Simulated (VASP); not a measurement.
# Al16N15 (a cell with a defect) in VASP: notebook, part 2 of 2

VASP 6.6.1. The steps go on from the part before.

## Step 3: Electric field gradients, RPBE+D3(BJ)

The input, INCAR:

```
SYSTEM = Al16N15
  PREC = Accurate
  ENCUT = 520
  EDIFF = 1E-8
  ISMEAR = -1
  SIGMA = 0.01
  LREAL = Auto
  LASPH = .TRUE.
  NELM = 100
  ALGO = Normal
  ISIF = 2
  LWAVE = .FALSE.
  LCHARG = .FALSE.
  GGA = RP
  IVDW = 12
  LEFG = .TRUE.
  NELECT = 120.0
  NBANDS = 82
```

The input, KPOINTS:

```
Automatic mesh
0
G
  4 4 2
  0 0 0
```

The input, POSCAR:

```
Al16N15
1.0
    6.2260000000      0.0000000000      0.0000000000
   -3.1130000000      5.3918741640      0.0000000000
    0.0000000000      0.0000000000      9.9620000000
Al N
16 15
Direct
    0.1666666666      0.3333333334      0.0000000000
    0.1666666666      0.3333333334      0.5000000000
    0.1666666666      0.8333333334      0.0000000000
    0.1666666666      0.8333333334      0.5000000000
    0.6666666666      0.3333333334      0.0000000000
    0.6666666666      0.3333333334      0.5000000000
    0.6666666666      0.8333333334      0.0000000000
    0.6666666666      0.8333333334      0.5000000000
    0.3333333334      0.1666666666      0.2500000000
    0.3333333334      0.1666666666      0.7500000000
    0.3333333334      0.6666666666      0.2500000000
    0.3333333334      0.6666666666      0.7500000000
    0.8333333334      0.1666666666      0.2500000000
    0.8333333334      0.1666666666      0.7500000000
    0.8333333334      0.6666666666      0.2500000000
    0.8333333334      0.6666666666      0.7500000000
    0.1666666666      0.3333333334      0.6900000000
    0.1666666666      0.8333333334      0.1900000000
    0.1666666666      0.8333333334      0.6900000000
    0.6666666666      0.3333333334      0.1900000000
    0.6666666666      0.3333333334      0.6900000000
    0.6666666666      0.8333333334      0.1900000000
    0.6666666666      0.8333333334      0.6900000000
    0.3333333334      0.1666666666      0.4400000000
    0.3333333334      0.1666666666      0.9400000000
    0.3333333334      0.6666666666      0.4400000000
    0.3333333334      0.6666666666      0.9400000000
    0.8333333334      0.1666666666      0.4400000000
    0.8333333334      0.1666666666      0.9400000000
    0.8333333334      0.6666666666      0.4400000000
    0.8333333334      0.6666666666      0.9400000000
```

Potentials or basis: VASP PAW PBE potentials, release 64 (Al, N).

On the command line:

```bash
> cat potpaw_PBE.64/Al/POTCAR potpaw_PBE.64/N/POTCAR > POTCAR
> mpirun -np 1 vasp_std > vasp.out
```

OUTCAR:

```text
SYSTEM = Al16N15
   PREC = Accurate
   ENCUT = 520
   EDIFF = 1E-8
   ISMEAR = -1
   LREAL = Auto
   LASPH = .TRUE.
   NELM = 100
   ISIF = 2
   GGA = RP
   IVDW = 12
   NELECT = 120.0
 IVDW          = 12

 ion  position               nearest neighbor table
   1  0.167  0.333  0.000-  29 1.89  27 1.89  25 1.89  14 3.07  13 3.07  12 3.07  11 3.07  10 3.07
                             9 3.07   5 3.11   5 3.11   3 3.11   3 3.11   7 3.11   7 3.11
   2  0.167  0.333  0.500-  17 1.89  28 1.89  26 1.89  24 1.89  13 3.07  14 3.07  11 3.07  12 3.07
                             9 3.07  10 3.07   6 3.11   6 3.11   8 3.11   4 3.11   4 3.11   8 3.11
   3  0.167  0.833  0.000-  18 1.89  31 1.89  25 1.89  27 1.89  15 3.07  16 3.07   9 3.07  10 3.07
                            11 3.07  12 3.07   7 3.11   7 3.11   1 3.11   1 3.11   5 3.11   5 3.11
   4  0.167  0.833  0.500-  19 1.89  30 1.89  24 1.89  26 1.89  15 3.07  16 3.07   9 3.07  10 3.07
                            11 3.07  12 3.07   8 3.11   8 3.11   2 3.11   2 3.11   6 3.11   6 3.11
   5  0.667  0.333  0.000-  20 1.89  25 1.89  31 1.89  29 1.89   9 3.07  10 3.07  15 3.07  16 3.07
                            13 3.07  14 3.07   1 3.11   1 3.11   7 3.11   7 3.11   3 3.11   3 3.11
   6  0.667  0.333  0.500-  21 1.89  24 1.89  30 1.89  28 1.89   9 3.07  10 3.07  15 3.07  16 3.07
                            13 3.07  14 3.07   2 3.11   2 3.11   8 3.11   8 3.11   4 3.11   4 3.11
   7  0.667  0.833  0.000-  22 1.89  27 1.89  29 1.89  31 1.89  11 3.07  12 3.07  13 3.07  14 3.07
                            15 3.07  16 3.07   3 3.11   3 3.11   5 3.11   5 3.11   1 3.11   1 3.11
   8  0.667  0.833  0.500-  23 1.89  26 1.89  28 1.89  30 1.89  11 3.07  12 3.07  13 3.07  14 3.07
                            15 3.07  16 3.07   4 3.11   4 3.11   6 3.11   6 3.11   2 3.11   2 3.11
   9  0.333  0.167  0.250-  24 1.89  20 1.89  18 1.89   6 3.07   5 3.07   4 3.07   3 3.07   2 3.07
[... 16 lines left out ...]
  18  0.167  0.833  0.190-   3 1.89  15 1.89   9 1.89  11 1.89
  19  0.167  0.833  0.690-   4 1.89  16 1.89  10 1.89  12 1.89
  20  0.667  0.333  0.190-   5 1.89   9 1.89  15 1.89  13 1.89
  21  0.667  0.333  0.690-   6 1.89  10 1.89  16 1.89  14 1.89
  22  0.667  0.833  0.190-   7 1.89  11 1.89  13 1.89  15 1.89
  23  0.667  0.833  0.690-   8 1.89  12 1.89  14 1.89  16 1.89
  24  0.333  0.167  0.440-   9 1.89   6 1.89   4 1.89   2 1.89
  25  0.333  0.167  0.940-  10 1.89   5 1.89   3 1.89   1 1.89
  26  0.333  0.667  0.440-  11 1.89   8 1.89   2 1.89   4 1.89
  27  0.333  0.667  0.940-  12 1.89   7 1.89   1 1.89   3 1.89
  28  0.833  0.167  0.440-  13 1.89   2 1.89   8 1.89   6 1.89
  29  0.833  0.167  0.940-  14 1.89   1 1.89   7 1.89   5 1.89
  30  0.833  0.667  0.440-  15 1.89   4 1.89   6 1.89   8 1.89
  31  0.833  0.667  0.940-  16 1.89   3 1.89   5 1.89   7 1.89

  LATTYP: Found a hexagonal cell.
 ALAT       =     6.2260000000
 C/A-ratio  =     1.6000642467

  Lattice vectors:

 A1 = (   6.2260000000,   0.0000000000,   0.0000000000)
 A2 = (  -3.1130000000,   5.3918741640,   0.0000000000)
 A3 = (   0.0000000000,   0.0000000000,   9.9620000000)

Analysis of symmetry for initial positions (statically):
=====================================================================
 Subroutine PRICEL returns:
 Original cell was already a primitive cell.

 Routine SETGRP: Setting up the symmetry group for a
 hexagonal supercell.

 Subroutine GETGRP returns: Found  6 space group operations
 (whereof  2 operations were pure point group operations)
 out of a pool of 24 trial point group operations.

The static configuration has the point symmetry C_1h.
[... 199 lines left out ...]
  ---------------------------------------------------
  free energy    TOTEN  =      -234.22507504 eV

  energy without entropy =     -234.21551804  energy(sigma->0) =     -234.22029654

 E-fermi :   5.8109     XC(G=0): -10.5549

 val. band max:        5.7971473702   @ k =   0.5000   0.0000   0.0000
 cond. band min:       5.8141850105   @ k =   0.2500   0.0000   0.5000
 fundamental gap:      0.0170376403
 Fermi energy:         5.8109434223

 k-point     1 :       0.0000    0.0000    0.0000
  band No.  band energies     occupation
      1      -8.9861      2.00000
      2      -8.1858      2.00000
      3      -8.1287      2.00000
      4      -7.2861      2.00000
      5      -7.2861      2.00000
      6      -7.0907      2.00000
[... 589 lines left out ...]
     71      13.0114      0.00000
     72      13.2417      0.00000
 [bands above 72 left out]

------------------------ aborting loop because EDIFF is reached ----------------------------------------

 Edisp (eV)  -34.98246

 E8    (eV) :   -20.9108

  FORCE on cell =-STRESS in cart. coord.  units (eV):
  Direction    XX          YY          ZZ          XY          YZ          ZX
  --------------------------------------------------------------------------------------
  -------------------------------------------------------------------------------------
  Total     -60.42730   -60.42730   -60.45089     0.00000     0.00000     0.00000
  in kB    -289.49989  -289.49989  -289.61291     0.00000     0.00000     0.00000
  external pressure =     -289.54 kB  Pullay stress =        0.00 kB

 VOLUME and BASIS-vectors are now :
 -----------------------------------------------------------------------------
  energy-cutoff  :      520.00
  volume of cell :      334.42
      direct lattice vectors                 reciprocal lattice vectors
     6.226000000  0.000000000  0.000000000     0.160616768  0.092732134  0.000000000
    -3.113000000  5.391874164  0.000000000     0.000000000  0.185464269  0.000000000
     0.000000000  0.000000000  9.962000000     0.000000000  0.000000000  0.100381450

 POSITION                                       TOTAL-FORCE (eV/Angst)
 -----------------------------------------------------------------------------------
     -0.00000      1.79729      0.00000         0.000000     -0.000000     -2.170100
     -0.00000      1.79729      4.98100         0.000000     -0.000000      0.409273
     -1.55650      4.49323      0.00000        -0.174573     -0.100789     -0.476669
     -1.55650      4.49323      4.98100        -0.309595     -0.178745     -0.144495
      3.11300      1.79729      0.00000         0.000000      0.201579     -0.476669
      3.11300      1.79729      4.98100         0.000000      0.357490     -0.144495
[... 23 lines left out ...]
      3.11300      3.59458      4.38328         0.000000     -0.000000      0.057515
      3.11300      3.59458      9.36428         0.000000     -0.000000      0.245840
 -----------------------------------------------------------------------------------
    total drift:                                0.000003     -0.000002      0.022307

  FREE ENERGIE OF THE ION-ELECTRON SYSTEM (eV)
  ---------------------------------------------------
  free  energy   TOTEN  =      -269.2075361590 eV

  energy  without entropy=     -269.1979791551  energy(sigma->0) =     -269.20275766

 Electric field gradients (V/A^2)
---------------------------------------------------------------------
 ion       V_xx      V_yy      V_zz      V_xy      V_xz      V_yz
---------------------------------------------------------------------
   1     -26.437   -26.437    52.875    -0.000     0.000    -0.000
   2      -0.723    -0.723     1.447    -0.000     0.000    -0.000
   3      -2.184    -1.647     3.830    -0.465    -0.265    -0.153
   4      -1.176    -0.105     1.281    -0.928    -0.654    -0.378
   5      -1.378    -2.452     3.830    -0.000     0.000     0.306
   6       0.431    -1.711     1.281    -0.000     0.000     0.755
[... 23 lines left out ...]
  30       0.737     0.737    -1.475    -0.000    -0.000     0.000
  31       0.571     0.570    -1.141    -0.000     0.000    -0.000
---------------------------------------------------------------------

 Electric field gradients after diagonalization (V/A^2)
 (convention: |V_zz| > |V_xx| > |V_yy|)
----------------------------------------------------------------------
 ion       V_xx      V_yy      V_zz     asymmetry (V_yy - V_xx)/ V_zz
----------------------------------------------------------------------
   1     -26.437   -26.437    52.875       0.000
   2      -0.723    -0.723     1.447       0.000
   3      -2.467    -1.378     3.845       0.283
   4       1.460     0.431    -1.891       0.544
   5      -2.467    -1.378     3.845       0.283
   6       1.460     0.431    -1.891       0.544
[... 23 lines left out ...]
  30       0.738     0.737    -1.475       0.000
  31       0.571     0.570    -1.141       0.000
----------------------------------------------------------------------

           NMR quadrupolar parameters

 Cq : quadrupolar parameter    Cq=e*Q*V_zz/h
 eta: asymmetry parameters     (V_yy - V_xx)/ V_zz
 Q  : nuclear electric quadrupole moment in mb (millibarn)
----------------------------------------------------------------------
 ion       Cq(MHz)       eta       Q (mb)
----------------------------------------------------------------------
   1       0.128       0.000       1.000
   2       0.003       0.000       1.000
   3       0.009       0.283       1.000
   4      -0.005       0.544       1.000
   5       0.009       0.283       1.000
   6      -0.005       0.544       1.000
[... 23 lines left out ...]
  30      -0.004       0.000       1.000
  31      -0.003       0.000       1.000
----------------------------------------------------------------------
```

Run time: 5.7 min. Hardware: 1 thread of Intel Xeon 6975P-C (Granite Rapids), shared host; peak memory 0.49 GiB.

What came out:

| Property | Result |
| --- | --- |
| Free energy | -269.2075 eV |
| Largest force | 2.170 eV/Å |
| Dispersion energy per atom | -1.128 eV |

Forces on the atoms (eV/Å):
```
Al   0.000  0.000 -2.170
Al   0.000  0.000  0.409
Al  -0.175 -0.101 -0.477
Al  -0.310 -0.179 -0.144
Al   0.000  0.202 -0.477
Al   0.000  0.357 -0.144
Al   0.175 -0.101 -0.477
Al   0.310 -0.179 -0.144
Al   1.506 -0.869  0.561
Al  -0.173  0.100 -0.303
Al   0.000  1.739  0.561
Al   0.000 -0.200 -0.303
Al  -1.506 -0.869  0.561
Al   0.173  0.100 -0.303
Al   0.000  0.000  0.144
Al   0.000  0.000 -0.013
N    0.000  0.000  0.131
N   -0.137 -0.079  0.054
N    0.125  0.072  0.125
N    0.000  0.158  0.054
N    0.000 -0.145  0.125
N    0.137 -0.079  0.054
N   -0.125  0.072  0.125
N   -0.392  0.226 -0.462
N   -0.220  0.127  1.045
N    0.000 -0.453 -0.462
N    0.000 -0.254  1.045
N    0.392  0.226 -0.462
N    0.220  0.127  1.045
N    0.000  0.000  0.058
N    0.000  0.000  0.246
```

Electric field gradients, principal values (V/Å²):
```csv
atom,least,middle,greatest (by size)
1 Al,-26.437,-26.437,52.875
2 Al,-0.723,-0.723,1.447
3 Al,-1.378,-2.467,3.845
4 Al,0.431,1.460,-1.891
5 Al,-1.378,-2.467,3.845
6 Al,0.431,1.460,-1.891
7 Al,-1.378,-2.467,3.845
8 Al,0.431,1.460,-1.891
9 Al,-22.351,-23.404,45.754
10 Al,-2.526,-3.418,5.944
11 Al,-22.351,-23.404,45.754
12 Al,-2.526,-3.418,5.944
13 Al,-22.351,-23.404,45.754
14 Al,-2.526,-3.418,5.944
15 Al,-0.255,-0.255,0.511
16 Al,-0.717,-0.717,1.435
17 N,1.488,1.488,-2.976
18 N,-12.784,-15.261,28.046
19 N,0.369,2.882,-3.251
20 N,-12.784,-15.261,28.046
21 N,0.369,2.882,-3.251
22 N,-12.785,-15.261,28.046
23 N,0.368,2.883,-3.251
24 N,-9.438,-11.237,20.676
25 N,-9.496,-11.645,21.142
26 N,-9.438,-11.238,20.676
27 N,-9.496,-11.646,21.141
28 N,-9.438,-11.238,20.676
29 N,-9.496,-11.646,21.141
30 N,0.737,0.738,-1.475
31 N,0.570,0.571,-1.141
```

Caveat: the cell carries a net charge on a neutralising background, which shifts energy and pressure; the cell is charged against a uniform background, so pressure and absolute levels hang on convention; three body term missing; without QUAD_EFG the Cq values of the log hold for a quadrupole moment of 1 mb, not for the nuclei; the PAW data sets were made with another functional, which shifts forces and pressure a little.
